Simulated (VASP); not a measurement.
Set up this calculation in VASP 6.6.1, as the native input.

```
Task                   : relaxation of shape and atoms at fixed volume
Functional             : PBE
Potentials or basis    : VASP PAW PBE potentials, release 64 (Sn_d)
Cutoff                 : 600 eV
k mesh                 : 7 × 7 × 9
Occupations            : fermi-dirac, width 0.1 eV
Spin                   : no spin polarisation
Dipole correction      : no
Further INCAR settings : ALGO = Normal; EDIFF = 1e-07; IBRION = 2; EDIFFG = -0.005; NSW = 50; ISIF = 4
```

The structure of Sn lies in POSCAR:

```
Sn
1.0
    5.2961725480      0.0000000000      0.0000000000
   -2.6480862740      4.5866199694      0.0000000000
    0.0000000000      0.0000000000      3.2718130253
Sn
3
Direct
    0.0000000000      0.0000000000      0.0000000000
    0.3333333333      0.6666666667      0.5000000000
    0.6666666667      0.3333333333      0.5000000000
```

The input as run:

INCAR

```
ALGO = Normal
EDIFF = 1E-7
EDIFFG = -0.005
ENCUT = 600
GGA = PE
IBRION = 2
ISIF = 4
ISMEAR = -1
LASPH = True
LCHARG = False
LREAL = False
LWAVE = False
NELM = 80
NSW = 50
PREC = Accurate
SIGMA = 0.1
```

KPOINTS

```
k-points
0
Gamma
  7 7 9
```

Potentials or basis: VASP PAW PBE potentials, release 64 (Sn_d).

Launch:

```console
$ cat potpaw_PBE.64/Sn_d/POTCAR > POTCAR
$ mpirun -np 1 vasp_std > vasp.out
```

It gave:

```
Energy gained by relaxing : 0.1 meV/atom
Ionic steps               : 3
Pressure after relaxing   : 2.7 GPa
Band gap on the k mesh    : zero (band 21 reaches 10.50 eV, above the bottom of band 22 at 5.91 eV)
```

Caveat: spin-orbit coupling is left out, which moves the levels of the heavy elements.

Run time: 5.2 min on 1 thread of AMD EPYC 7R13, on a shared host, peak memory 0.22 GiB.
